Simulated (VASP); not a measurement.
# SnAu2O3 (P3m1) in VASP: single point with PBEsol

Aim: the single point of SnAu2O3 with PBEsol.

Program: VASP 6.6.1. These are calculated values, not measurements. Logs are shortened: lines on timing, memory, paths and dates and some standing lists are left out, and cuts for length are marked.

## Step 1: The cell of the first run

Symmetry: P3m1, No. 156, trigonal system. Conventional cell: a = 3.355 Å, b = 3.355 Å, c = 8.313 Å, α = 90.00°, β = 90.00°, γ = 120.00°. Within 2.7 Å of Sn (site symmetry 3m) lie 7 O at 2.05 to 2.37 Å. Au (site symmetry 3m) has 3 O at 2.18 Å and 3 Au at 2.68 Å within 2.9 Å. Au (site symmetry 3m) has 9 Au at 2.68 to 3.35 Å and 6 O at 2.75 to 3.45 Å within 3.5 Å. O (site symmetry 3m) has 3 Sn at 2.25 Å and 3 O at 2.64 Å and 3 Au at 2.75 Å within 3.0 Å. O (site symmetry 3m) has 3 Sn at 2.05 Å and 6 O at 2.58 to 2.64 Å within 2.7 Å. Within 2.9 Å of O (site symmetry 3m) lie 3 Au at 2.18 Å and 1 Sn at 2.37 Å and 3 O at 2.58 Å.

## Step 2: Single point, PBEsol

INCAR reads:

```
SYSTEM = SnAu2O3
ALGO = Normal ; EDIFF = 1E-6
ENCUT = 700 ; GGA = PS
GGA_COMPAT = .FALSE. ; ISIF = 2
ISMEAR = -1 ; LASPH = .TRUE.
LCHARG = .FALSE. ; LREAL = .FALSE.
LWAVE = .FALSE. ; NBANDS = 44
NELM = 120 ; PREC = Accurate
SIGMA = 0.03
```

KPOINTS reads:

```
k-points
0
G
  6 6 4
  0 0 0
```

POSCAR reads:

```
SnAu2O3
1.0
    3.3548074458      0.0000000000      0.0000000000
   -1.6774037229      2.9053484728      0.0000000000
    0.0000000000      0.0000000000      8.3126987681
Sn Au O
1 2 3
Direct
    0.3333333333      0.6666666667      0.5812202454
    0.0000000000      0.0000000000      0.9870677436
    0.6666666667      0.3333333333      0.2099527028
    0.0000000000      0.0000000000      0.4445665949
    0.6666666667      0.3333333333      0.6612241340
    0.3333333333      0.6666666667      0.8659685793
```

Potentials or basis: VASP PAW PBE potentials, release 64 (Sn_d, Au_sv_GW, O).

Launch:

```
> cat potpaw_PBE.64/Sn_d/POTCAR potpaw_PBE.64/Au_sv_GW/POTCAR potpaw_PBE.64/O/POTCAR > POTCAR
> mpirun -np 1 vasp_std > vasp.out
```

OUTCAR:

```text
SYSTEM = SnAu2O3
   EDIFF = 1E-6
   ENCUT = 700
   GGA = PS
   ISIF = 2
   ISMEAR = -1
   LASPH = .TRUE.
   LREAL = .FALSE.
   NELM = 120
   PREC = Accurate

 ion  position               nearest neighbor table
   1  0.333  0.667  0.581-   5 2.05   5 2.05   5 2.05   4 2.25   4 2.25   4 2.25   6 2.37
   2  0.000  0.000  0.987-   6 2.18   6 2.18   6 2.18   3 2.68   3 2.68   3 2.68
   3  0.667  0.333  0.210-   2 2.68   2 2.68   2 2.68
   4  0.000  0.000  0.445-   1 2.25   1 2.25   1 2.25
   5  0.667  0.333  0.661-   1 2.05   1 2.05   1 2.05
   6  0.333  0.667  0.866-   2 2.18   2 2.18   2 2.18   1 2.37

  LATTYP: Found a hexagonal cell.
 ALAT       =     3.3548074458
 C/A-ratio  =     2.4778467624

  Lattice vectors:

 A1 = (   3.3548074458,   0.0000000000,   0.0000000000)
 A2 = (  -1.6774037229,   2.9053484728,   0.0000000000)
 A3 = (   0.0000000000,   0.0000000000,   8.3126987681)

Analysis of symmetry for initial positions (statically):
=====================================================================
 Subroutine PRICEL returns:
 Original cell was already a primitive cell.

 Routine SETGRP: Setting up the symmetry group for a
 hexagonal supercell.

 Subroutine GETGRP returns: Found  6 space group operations
 (whereof  6 operations were pure point group operations)
 out of a pool of 24 trial point group operations.

The static configuration has the point symmetry C_3v.

Analysis of symmetry for dynamics (positions and initial velocities):
=====================================================================
 Subroutine PRICEL returns:
 Original cell was already a primitive cell.

 Routine SETGRP: Setting up the symmetry group for a
 hexagonal supercell.

 Subroutine GETGRP returns: Found  6 space group operations
 (whereof  6 operations were pure point group operations)
 out of a pool of 24 trial point group operations.

The dynamic configuration has the point symmetry C_3v.

 Subroutine INISYM returns: Found  6 space group operations
 (whereof  6 operations are pure point group operations),
 and found     1 'primitive' translations

----------------------------------------------------------------------------------------

                                     Primitive cell

  volume of cell :      81.0229

  direct lattice vectors                    reciprocal lattice vectors
     3.354807446  0.000000000  0.000000000     0.298079701  0.172096396  0.000000000
    -1.677403723  2.905348473  0.000000000     0.000000000  0.344192791  0.000000000
     0.000000000  0.000000000  8.312698768     0.000000000  0.000000000  0.120297875

  length of vectors
     3.354807446  3.354807446  8.312698768     0.344192791  0.344192791  0.120297875

  position of ions in fractional coordinates (direct lattice)
     0.333333333  0.666666667  0.581220245
     0.000000000  0.000000000  0.987067744
     0.666666667  0.333333333  0.209952703
     0.000000000  0.000000000  0.444566595
     0.666666667  0.333333333  0.661224134
     0.333333333  0.666666667  0.865968579

  ion indices of the primitive-cell ions
   primitive index   ion index
                 1           1
                 2           2
                 3           3
                 4           4
                 5           5
                 6           6

----------------------------------------------------------------------------------------

 KPOINTS: k-points

Automatic generation of k-mesh.
 Grid dimensions read from file:
 generate k-points for:    6    6    4

 Generating k-lattice:

  Cartesian coordinates                     Fractional coordinates (reciprocal lattice)
     0.049679950  0.028682733  0.000000000     0.166666667  0.000000000  0.000000000
     0.000000000  0.057365465  0.000000000     0.000000000  0.166666667  0.000000000
     0.000000000  0.000000000  0.030074469     0.000000000  0.000000000  0.250000000

  Length of vectors
     0.057365465  0.057365465  0.030074469

  Shift w.r.t. Gamma in fractional coordinates (k-lattice)
     0.000000000  0.000000000  0.000000000

 Subroutine IBZKPT returns following result:
 ===========================================

 Found     24 irreducible k-points:

 Following reciprocal coordinates:
            Coordinates               Weight
  0.000000  0.000000  0.000000      1.000000
  0.166667  0.000000  0.000000      6.000000
  0.333333  0.000000  0.000000      6.000000
  0.500000  0.000000  0.000000      3.000000
  0.166667  0.166667  0.000000      6.000000
  0.333333  0.166667  0.000000     12.000000
[... 16 lines left out ...]
  0.333333  0.166667  0.500000     12.000000
  0.333333  0.333333  0.500000      2.000000
   k-points           NKPTS =     24   k-points in BZ     NKDIM =     24   number of bands    NBANDS=     44
   number of dos      NEDOS =    301   number of ions     NIONS =      6
   total plane-waves  NPLWV =  64800
   dimension x,y,z NGX =    30 NGY =   30 NGZ =   72
   dimension x,y,z NGXF=    60 NGYF=   60 NGZF=  144
   ions per type =               1   2   3
   NGX,Y,Z   is equivalent  to a cutoff of  14.87, 14.87, 14.40 a.u.
   NGXF,Y,Z  is equivalent  to a cutoff of  29.73, 29.73, 28.80 a.u.
 SYSTEM =  SnAu2O3
   PREC   = accura    normal or accurate (medium, high low for compatibility)
   ISTART =      0    job   : 0-new  1-cont  2-samecut
   ICHARG =      2    charge: 1-file 2-atom 10-const
   ISPIN  =      1    spin polarized calculation?
   LNONCOLLINEAR =      F non collinear calculations
   LSORBIT =      F    spin-orbit coupling
   LASPH  =      T    aspherical Exc in radial PAW
   ENCUT  =  700.0 eV  51.45 Ry    7.17 a.u.   7.24  7.24 17.93*2*pi/ulx,y,z
   NELM   =    120;   NELMIN=  2; NELMDL= -5     # of ELM steps
   EDIFF  = 0.1E-05   stopping-criterion for ELM
   LREAL  =      F    real-space projection
   EDIFFG = 0.1E-04   stopping-criterion for IOM
   NSW    =      0    number of steps for IOM
   IBRION =     -1    ionic relax: 0-MD 1-quasi-New 2-CG
   NFREE  =      0    steps in history (QN), initial steepest desc. (CG)
   ISIF   =      2    stress and relaxation
   ISYM   =      2    0-nonsym 1-usesym 2-fastsym
   POTIM  = 0.5000    time-step for ionic-motion
   TEBEG  =    0.0;   TEEND  =   0.0 temperature during run
   PSTRESS=    0.0 pullay stress
   NELECT =      70.0000    total number of electrons
   NUPDOWN=      -1.0000    fix difference up-down
   EMIN   =  10.00;   EMAX   =-10.00  energy-range for DOS
   EFERMI =   0.00;   METHOD = LEGACY
   ISMEAR =    -1;   SIGMA  =   0.03  broadening in eV -4-tet -1-fermi 0-gaus
   EFERMI_NEDOS =   21; number of points for ismear=-14 and -15
   IALGO  =     38    algorithm
   IMIX   =      4    mixing-type and parameters
     AMIX     =   0.40;   BMIX     =  1.00
     AMIX_MAG =   1.60;   BMIX_MAG =  1.00
  volume/ion in A,a.u.               =      13.50        91.13
  Fermi-wavevector in a.u.,A,eV,Ry     =   1.559211  2.946482 33.077653  2.431139
  Thomas-Fermi vector in A             =   2.662603
   LORBIT       =      0    0 simple, 1 ext, 2 COOP (PROOUT), +10 PAW based schemes
   GGA     = PS    functional components
   LHFCALC =     F    Hartree Fock is set to
   AEXX    =    0.0000 exact exchange contribution
   IVDW    =     0    specifies the selected vdW correction
   LEPSILON=     F    determine dielectric tensor
   LRPA    =     F    only Hartree local field effects (RPA)
 non-spin polarized calculation
  energy-cutoff  :      700.00
  volume of cell :       81.02
 maximum number of plane-waves:      3444
 NGX is ok and might be reduce to    30
   NGX = 15   NGY = 15   NGZ = 35

 number of electron      69.9999995 magnetization

 Free energy of the ion-electron system (eV)
  ---------------------------------------------------
  ext. energy  EPLUGINS =         0.00000000
  ---------------------------------------------------
  free energy    TOTEN  =       -29.33053883 eV

  energy without entropy =      -29.31615785  energy(sigma->0) =      -29.32334834

 E-fermi :   7.0251     XC(G=0): -12.2250

 val. band max:        7.0209782669   @ k =   0.1667   0.0000   0.5000
 cond. band min:       7.0366683931   @ k =   0.1667   0.1667   0.5000
 fundamental gap:      0.0156901262
 Fermi energy:         7.0251126747

 k-point     1 :       0.0000    0.0000    0.0000
  band No.  band energies     occupation
      1     -98.5924      2.00000
      2     -98.0118      2.00000
      3     -49.8761      2.00000
      4     -49.8410      2.00000
      5     -49.8410      2.00000
      6     -49.3464      2.00000
[... 36 lines left out ...]
     43      20.0360      0.00000
     44      20.0390      0.00000

 k-point     2 :       0.1667    0.0000    0.0000
  band No.  band energies     occupation
      1     -98.5922      2.00000
      2     -98.0117      2.00000
      3     -49.8747      2.00000
      4     -49.8496      2.00000
      5     -49.8432      2.00000
      6     -49.3464      2.00000
[... 36 lines left out ...]
     43      16.7893      0.00000
     44      18.5658      0.00000

 k-point     3 :       0.3333    0.0000    0.0000
  band No.  band energies     occupation
      1     -98.5918      2.00000
      2     -98.0114      2.00000
      3     -49.8726      2.00000
      4     -49.8659      2.00000
      5     -49.8475      2.00000
      6     -49.3464      2.00000
[... 36 lines left out ...]
     43      16.9325      0.00000
     44      17.3598      0.00000

 k-point     4 :       0.5000    0.0000    0.0000
  band No.  band energies     occupation
      1     -98.5917      2.00000
      2     -98.0113      2.00000
      3     -49.8763      2.00000
      4     -49.8694      2.00000
      5     -49.8497      2.00000
      6     -49.3465      2.00000
[... 882 lines left out ...]
     43      16.1150      0.00000
     44      16.6438      0.00000

 k-point    23 :       0.3333    0.1667    0.5000
  band No.  band energies     occupation
      1     -98.5917      2.00000
      2     -98.0113      2.00000
      3     -49.8726      2.00000
      4     -49.8687      2.00000
      5     -49.8541      2.00000
      6     -49.3464      2.00000
[... 36 lines left out ...]
     43      15.8918      0.00000
     44      16.9728      0.00000

 k-point    24 :       0.3333    0.3333    0.5000
  band No.  band energies     occupation
      1     -98.5916      2.00000
      2     -98.0113      2.00000
      3     -49.8687      2.00000
      4     -49.8677      2.00000
      5     -49.8637      2.00000
      6     -49.3463      2.00000
[... 36 lines left out ...]
     43      15.6236      0.00000
     44      16.3183      0.00000

------------------------ aborting loop because EDIFF is reached ----------------------------------------

  FORCE on cell =-STRESS in cart. coord.  units (eV):
  Direction    XX          YY          ZZ          XY          YZ          ZX
  --------------------------------------------------------------------------------------
  -------------------------------------------------------------------------------------
  Total        0.0509944      0.0509944     -0.0976726      0.0000000     -0.0000000      0.0000000
  in kB        1.0083823      1.0083823     -1.9314150      0.0000000     -0.0000000      0.0000000
  external PRESSURE =       0.0284498 kB  Pullay stress =       0.0000000 kB

 VOLUME and BASIS-vectors are now :
 -----------------------------------------------------------------------------
  energy-cutoff  :      700.00
  volume of cell :       81.02
      direct lattice vectors                 reciprocal lattice vectors
     3.354807446  0.000000000  0.000000000     0.298079701  0.172096396  0.000000000
    -1.677403723  2.905348473  0.000000000     0.000000000  0.344192791  0.000000000
     0.000000000  0.000000000  8.312698768     0.000000000  0.000000000  0.120297875

 POSITION                                       TOTAL-FORCE (eV/Angst)
 -----------------------------------------------------------------------------------
     -0.00000      1.93690      4.83151        -0.000000      0.000000      0.001194
      0.00000      0.00000      8.20520        -0.000000      0.000000     -0.000987
      1.67740      0.96845      1.74527         0.000000      0.000000      0.015697
      0.00000      0.00000      3.69555        -0.000000      0.000000     -0.030457
      1.67740      0.96845      5.49656         0.000000     -0.000000      0.018611
     -0.00000      1.93690      7.19854        -0.000000     -0.000000     -0.004059
 -----------------------------------------------------------------------------------
    total drift:                               -0.000001      0.000000     -0.001489

  FREE ENERGIE OF THE ION-ELECTRON SYSTEM (eV)
  ---------------------------------------------------
  free  energy   TOTEN  =       -29.3305388251 eV

  energy  without entropy=      -29.3161578463  energy(sigma->0) =      -29.32334834
```

Wall time 3.4 min (1 thread of Intel Xeon Platinum 8488C (Sapphire Rapids), shared host); peak memory 0.32 GiB.

What came out:

- Free energy: -29.3305 eV
- Pressure: 0.0 GPa
- Largest force: 0.030 eV/Å
- Band gap on the k mesh: zero (bands 35 and 36 overlap by 0.23 eV)

Forces in eV/Å, atoms in the order of the input:
```
Sn   0.000  0.000  0.001
Au   0.000  0.000 -0.001
Au   0.000  0.000  0.016
O    0.000  0.000 -0.030
O    0.000  0.000  0.019
O    0.000  0.000 -0.004
```

Caveat: the k points lie up to 0.36 Å⁻¹ apart; the PAW data sets were made with another functional, which shifts forces and pressure a little; spin-orbit coupling is left out, which moves the levels of the heavy elements.
